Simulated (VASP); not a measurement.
# InGaAs2 (P-4m2) in VASP: single point with r2SCAN

Aim: the single point of InGaAs2 with r2SCAN.

Program: VASP 6.6.1. These are calculated values, not measurements. Logs are shortened: lines on timing, memory, paths and dates and some standing lists are left out, and cuts for length are marked.

### Step 1. The cell of the first run

Symmetry: P-4m2, No. 115, tetragonal system. The conventional cell has a = 4.098 Å, b = 4.098 Å, c = 5.783 Å, α = 90.00°, β = 90.00°, γ = 90.00°. Within 3.4 Å of In (site symmetry -4m2) lie 4 As at 2.57 Å. Within 3.2 Å of Ga (site symmetry -4m2) lie 4 As at 2.45 Å. Within 3.2 Å of As (site symmetry 2mm) lie 2 Ga at 2.45 Å and 2 In at 2.57 Å.

### Step 2. Single point, r2SCAN (strain -0.030 along x and y, -0.030 along z)

Input file POSCAR:

```
InGaAs2
1.0
    4.0982511654      0.0000000000      0.0000000000
    0.0000000000      4.0982511654      0.0000000000
    0.0000000000      0.0000000000      5.7832835600
In Ga As
1 1 2
Direct
    0.0000000000      0.0000000000      0.5000000000
    0.5000000000      0.5000000000      0.0000000000
    0.5000000000      0.0000000000      0.7684750000
    0.0000000000      0.5000000000      0.2315250000
```

Input file INCAR.step1:

```
ALGO = Normal ; EDIFF = 1E-4
ENCUT = 520 ; GGA = PE
ISMEAR = 0 ; LASPH = True
LCHARG = False ; LREAL = False
LWAVE = True ; NBANDS = 26
NELM = 80 ; PREC = Accurate
SIGMA = 0.03
```

Input file INCAR.step2:

```
ALGO = Normal ; EDIFF = 1E-6
ENCUT = 520 ; ISIF = 2
ISMEAR = 0 ; ISTART = 1
LASPH = True ; LCHARG = False
LMIXTAU = True ; LREAL = False
LWAVE = False ; METAGGA = R2SCAN
NBANDS = 26 ; NELM = 80
PREC = Accurate ; SIGMA = 0.03
```

Input file KPOINTS:

```
k-points
0
Gamma
  8 8 6
```

Potentials or basis: VASP PAW PBE potentials, release 64 (In_d, Ga_d, As).

The run is started by

```console
cat potpaw_PBE.64/In_d/POTCAR potpaw_PBE.64/Ga_d/POTCAR potpaw_PBE.64/As/POTCAR > POTCAR
cp INCAR.step1 INCAR
mpirun -np 1 vasp_std > vasp.out
cp INCAR.step2 INCAR
mpirun -np 1 vasp_std > vasp.out
```

OUTCAR:

```text
EDIFF = 1E-6
   ENCUT = 520
   ISIF = 2
   ISMEAR = 0
   ISTART = 1
   LASPH = True
   LREAL = False
   METAGGA = R2SCAN
   NELM = 80
   PREC = Accurate

 ion  position               nearest neighbor table
   1  0.000  0.000  0.500-   3 2.57   4 2.57   4 2.57   3 2.57
   2  0.500  0.500  0.000-   3 2.45   4 2.45   3 2.45   4 2.45
   3  0.500  0.000  0.768-   2 2.45   2 2.45   1 2.57   1 2.57
   4  0.000  0.500  0.232-   2 2.45   2 2.45   1 2.57   1 2.57

  LATTYP: Found a simple tetragonal cell.
 ALAT       =     4.0982511654
 C/A-ratio  =     1.4111588887

  Lattice vectors:

 A1 = (   4.0982511654,   0.0000000000,   0.0000000000)
 A2 = (   0.0000000000,   4.0982511654,   0.0000000000)
 A3 = (   0.0000000000,   0.0000000000,   5.7832835600)

Analysis of symmetry for initial positions (statically):
=====================================================================
 Subroutine PRICEL returns:
 Original cell was already a primitive cell.

 Routine SETGRP: Setting up the symmetry group for a
 simple tetragonal supercell.

 Subroutine GETGRP returns: Found  8 space group operations
 (whereof  8 operations were pure point group operations)
 out of a pool of 16 trial point group operations.

The static configuration has the point symmetry D_2d.

Analysis of symmetry for dynamics (positions and initial velocities):
=====================================================================
 Subroutine PRICEL returns:
 Original cell was already a primitive cell.

 Routine SETGRP: Setting up the symmetry group for a
 simple tetragonal supercell.

 Subroutine GETGRP returns: Found  8 space group operations
 (whereof  8 operations were pure point group operations)
 out of a pool of 16 trial point group operations.

The dynamic configuration has the point symmetry D_2d.

 Subroutine INISYM returns: Found  8 space group operations
 (whereof  8 operations are pure point group operations),
 and found     1 'primitive' translations

----------------------------------------------------------------------------------------

                                     Primitive cell

  volume of cell :      97.1341

  direct lattice vectors                    reciprocal lattice vectors
     4.098251165  0.000000000  0.000000000     0.244006519  0.000000000  0.000000000
     0.000000000  4.098251165  0.000000000     0.000000000  0.244006519  0.000000000
     0.000000000  0.000000000  5.783283560     0.000000000  0.000000000  0.172912151

  length of vectors
     4.098251165  4.098251165  5.783283560     0.244006519  0.244006519  0.172912151

  position of ions in fractional coordinates (direct lattice)
     0.000000000  0.000000000  0.500000000
     0.500000000  0.500000000  0.000000000
     0.500000000  0.000000000  0.768475000
     0.000000000  0.500000000  0.231525000

  ion indices of the primitive-cell ions
   primitive index   ion index
                 1           1
                 2           2
                 3           3
                 4           4

----------------------------------------------------------------------------------------

 KPOINTS: k-points

Automatic generation of k-mesh.
 Grid dimensions read from file:
 generate k-points for:    8    8    6

 Generating k-lattice:

  Cartesian coordinates                     Fractional coordinates (reciprocal lattice)
     0.030500815  0.000000000  0.000000000     0.125000000  0.000000000  0.000000000
     0.000000000  0.030500815  0.000000000     0.000000000  0.125000000  0.000000000
     0.000000000  0.000000000  0.028818692     0.000000000  0.000000000  0.166666667

  Length of vectors
     0.030500815  0.030500815  0.028818692

  Shift w.r.t. Gamma in fractional coordinates (k-lattice)
     0.000000000  0.000000000  0.000000000

 Subroutine IBZKPT returns following result:
 ===========================================

 Found     60 irreducible k-points:

 Following reciprocal coordinates:
            Coordinates               Weight
  0.000000  0.000000  0.000000      1.000000
  0.125000  0.000000  0.000000      4.000000
  0.250000  0.000000  0.000000      4.000000
  0.375000  0.000000  0.000000      4.000000
  0.500000  0.000000  0.000000      2.000000
  0.125000  0.125000  0.000000      4.000000
[... 16 lines left out ...]
  0.375000  0.125000  0.166667     16.000000
  0.500000  0.125000  0.166667      8.000000
 [... further k-points ...]
   k-points           NKPTS =     60   k-points in BZ     NKDIM =     60   number of bands    NBANDS=     26
   number of dos      NEDOS =    301   number of ions     NIONS =      4
   total plane-waves  NPLWV =  43200
   dimension x,y,z NGX =    30 NGY =   30 NGZ =   48
   dimension x,y,z NGXF=    60 NGYF=   60 NGZF=   96
   ions per type =               1   1   2
   NGX,Y,Z   is equivalent  to a cutoff of  12.17, 12.17, 13.80 a.u.
   NGXF,Y,Z  is equivalent  to a cutoff of  24.34, 24.34, 27.60 a.u.
 SYSTEM =  unknown system
   PREC   = accura    normal or accurate (medium, high low for compatibility)
   ISTART =      1    job   : 0-new  1-cont  2-samecut
   ICHARG =      0    charge: 1-file 2-atom 10-const
   ISPIN  =      1    spin polarized calculation?
   LNONCOLLINEAR =      F non collinear calculations
   LSORBIT =      F    spin-orbit coupling
   LASPH  =      T    aspherical Exc in radial PAW
   ENCUT  =  520.0 eV  38.22 Ry    6.18 a.u.   7.62  7.62 10.75*2*pi/ulx,y,z
   NELM   =     80;   NELMIN=  2; NELMDL=  0     # of ELM steps
   EDIFF  = 0.1E-05   stopping-criterion for ELM
   LREAL  =      F    real-space projection
   EDIFFG = 0.1E-04   stopping-criterion for IOM
   NSW    =      0    number of steps for IOM
   IBRION =     -1    ionic relax: 0-MD 1-quasi-New 2-CG
   NFREE  =      0    steps in history (QN), initial steepest desc. (CG)
   ISIF   =      2    stress and relaxation
   ISYM   =      2    0-nonsym 1-usesym 2-fastsym
   POTIM  = 0.5000    time-step for ionic-motion
   TEBEG  =    0.0;   TEEND  =   0.0 temperature during run
   PSTRESS=    0.0 pullay stress
   NELECT =      36.0000    total number of electrons
   NUPDOWN=      -1.0000    fix difference up-down
   EMIN   =  10.00;   EMAX   =-10.00  energy-range for DOS
   EFERMI =   0.00;   METHOD = LEGACY
   ISMEAR =     0;   SIGMA  =   0.03  broadening in eV -4-tet -1-fermi 0-gaus
   EFERMI_NEDOS =   21; number of points for ismear=-14 and -15
   IALGO  =     38    algorithm
   IMIX   =      4    mixing-type and parameters
     AMIX     =   0.40;   BMIX     =  1.00
     AMIX_MAG =   1.60;   BMIX_MAG =  1.00
  volume/ion in A,a.u.               =      24.28       163.87
  Fermi-wavevector in a.u.,A,eV,Ry     =   1.175940  2.222204 18.814607  1.382835
  Thomas-Fermi vector in A             =   2.312312
   LORBIT       =      0    0 simple, 1 ext, 2 COOP (PROOUT), +10 PAW based schemes
   METAGGA = R2SCAN    functional components
   LHFCALC =     F    Hartree Fock is set to
   AEXX    =    0.0000 exact exchange contribution
   IVDW    =     0    specifies the selected vdW correction
   LEPSILON=     F    determine dielectric tensor
   LRPA    =     F    only Hartree local field effects (RPA)
 non-spin polarized calculation
 Gauss-broadening in eV      SIGMA  =   0.03
  energy-cutoff  :      520.00
  volume of cell :       97.13
 maximum number of plane-waves:      2634
   NGX = 15   NGY = 15   NGZ = 21

 number of electron      36.0000000 magnetization

 Free energy of the ion-electron system (eV)
  ---------------------------------------------------
  ext. energy  EPLUGINS =         0.00000000
  ---------------------------------------------------
  free energy    TOTEN  =       -64.96186673 eV

  energy without entropy =      -64.96186673  energy(sigma->0) =      -64.96186673

 E-fermi :   4.5575     XC(G=0): -10.0962

 val. band max:        4.3821709472   @ k =   0.0000   0.0000   0.0000
 cond. band min:       5.0018636116   @ k =   0.0000   0.0000   0.0000
 fundamental gap:      0.6196926644
 Fermi energy:         4.5574589542

 k-point     1 :       0.0000    0.0000    0.0000
  band No.  band energies     occupation
      1     -11.0523      2.00000
      2     -10.9583      2.00000
      3     -10.9583      2.00000
      4     -10.9119      2.00000
      5     -10.8726      2.00000
      6     -10.6740      2.00000
[... 18 lines left out ...]
     25      12.5465      0.00000
     26      14.5503      0.00000

 k-point     2 :       0.1250    0.0000    0.0000
  band No.  band energies     occupation
      1     -11.0488      2.00000
      2     -10.9651      2.00000
      3     -10.9576      2.00000
      4     -10.9098      2.00000
      5     -10.8738      2.00000
      6     -10.6668      2.00000
[... 18 lines left out ...]
     25      13.2002      0.00000
     26      13.6042      0.00000

 k-point     3 :       0.2500    0.0000    0.0000
  band No.  band energies     occupation
      1     -11.0407      2.00000
      2     -10.9812      2.00000
      3     -10.9561      2.00000
      4     -10.9051      2.00000
      5     -10.8769      2.00000
      6     -10.6529      2.00000
[... 18 lines left out ...]
     25      12.5285      0.00000
     26      12.7694      0.00000

 k-point     4 :       0.3750    0.0000    0.0000
  band No.  band energies     occupation
      1     -11.0318      2.00000
      2     -10.9978      2.00000
      3     -10.9545      2.00000
      4     -10.9006      2.00000
      5     -10.8800      2.00000
      6     -10.6487      2.00000
[... 18 lines left out ...]
     25      11.4577      0.00000
     26      11.8914      0.00000

 k-point     5 :       0.5000    0.0000    0.0000
  band No.  band energies     occupation
      1     -11.0269      2.00000
      2     -11.0059      2.00000
      3     -10.9538      2.00000
      4     -10.8988      2.00000
      5     -10.8813      2.00000
      6     -10.6515      2.00000
[... 18 lines left out ...]
     25      10.6851      0.00000
     26      11.0033      0.00000

 k-point     6 :       0.1250    0.1250    0.0000
  band No.  band energies     occupation
      1     -11.0459      2.00000
      2     -10.9720      2.00000
      3     -10.9564      2.00000
      4     -10.9081      2.00000
      5     -10.8752      2.00000
      6     -10.6597      2.00000
[... 427 lines left out ...]
 k-point    21 :       0.1250    0.1250    0.1667
  band No.  band energies     occupation
      1     -11.0436      2.00000
      2     -10.9717      2.00000
      3     -10.9563      2.00000
      4     -10.9079      2.00000
      5     -10.8753      2.00000
      6     -10.6688      2.00000
[... 18 lines left out ...]
     25      11.6076      0.00000
     26      12.9132      0.00000

 k-point    22 :       0.2500    0.1250    0.1667
  band No.  band energies     occupation
      1     -11.0378      2.00000
      2     -10.9875      2.00000
      3     -10.9542      2.00000
      4     -10.9040      2.00000
      5     -10.8787      2.00000
      6     -10.6533      2.00000
[... 18 lines left out ...]
     25      10.5753      0.00000
     26      12.5796      0.00000

 k-point    23 :       0.3750    0.1250    0.1667
  band No.  band energies     occupation
      1     -11.0323      2.00000
      2     -11.0033      2.00000
      3     -10.9521      2.00000
      4     -10.9001      2.00000
      5     -10.8821      2.00000
      6     -10.6467      2.00000
[... 18 lines left out ...]
     25      10.9181      0.00000
     26      12.5583      0.00000

 k-point    24 :       0.5000    0.1250    0.1667
  band No.  band energies     occupation
      1     -11.0295      2.00000
      2     -11.0104      2.00000
      3     -10.9512      2.00000
      4     -10.8984      2.00000
      5     -10.8835      2.00000
      6     -10.6482      2.00000
[... 18 lines left out ...]
     25      11.2519      0.00000
     26      11.7066      0.00000

 [... further k-points ...]

------------------------ aborting loop because EDIFF is reached ----------------------------------------

  FORCE on cell =-STRESS in cart. coord.  units (eV):
  Direction    XX          YY          ZZ          XY          YZ          ZX
  --------------------------------------------------------------------------------------
  -------------------------------------------------------------------------------------
  Total        2.1344853      2.1344853      2.4780863      0.0000000      0.0000000      0.0000000
  in kB       35.2072512     35.2072512     40.8747750      0.0000000      0.0000000      0.0000000
  external PRESSURE =      37.0964258 kB  Pullay stress =       0.0000000 kB

 VOLUME and BASIS-vectors are now :
 -----------------------------------------------------------------------------
  energy-cutoff  :      520.00
  volume of cell :       97.13
      direct lattice vectors                 reciprocal lattice vectors
     4.098251165  0.000000000  0.000000000     0.244006519  0.000000000  0.000000000
     0.000000000  4.098251165  0.000000000     0.000000000  0.244006519  0.000000000
     0.000000000  0.000000000  5.783283560     0.000000000  0.000000000  0.172912151

 POSITION                                       TOTAL-FORCE (eV/Angst)
 -----------------------------------------------------------------------------------
      0.00000      0.00000      2.89164        -0.000000     -0.000000      0.000000
      2.04913      2.04913      0.00000        -0.000000      0.000000      0.000000
      2.04913      0.00000      4.44431        -0.000000      0.000000      0.166589
      0.00000      2.04913      1.33897         0.000000      0.000000     -0.166589
 -----------------------------------------------------------------------------------
    total drift:                                0.000000      0.000000     -0.000000

  FREE ENERGIE OF THE ION-ELECTRON SYSTEM (eV)
  ---------------------------------------------------
  free  energy   TOTEN  =       -64.9618667325 eV

  energy  without entropy=      -64.9618667325  energy(sigma->0) =      -64.96186673
```

Run time: 15 min. Hardware: 1 thread of Intel Xeon 8259CL, shared host; peak memory 0.32 GiB.

Results:

```
Free energy            : -64.9619 eV
Pressure               : 3.7 GPa
Largest force          : 0.167 eV/Å
Band gap on the k mesh : 0.62 eV
```

Forces on the atoms (eV/Å):
```
In   0.000  0.000  0.000
Ga   0.000  0.000  0.000
As   0.000  0.000  0.167
As   0.000  0.000 -0.167
```

Caveat: the cell differs from its parent crystal (strain -0.030 along x and y, -0.030 along z); the cell stands under pressure; the PAW data sets were made with another functional, which shifts forces and pressure a little; spin-orbit coupling is left out, which moves the levels of the heavy elements.
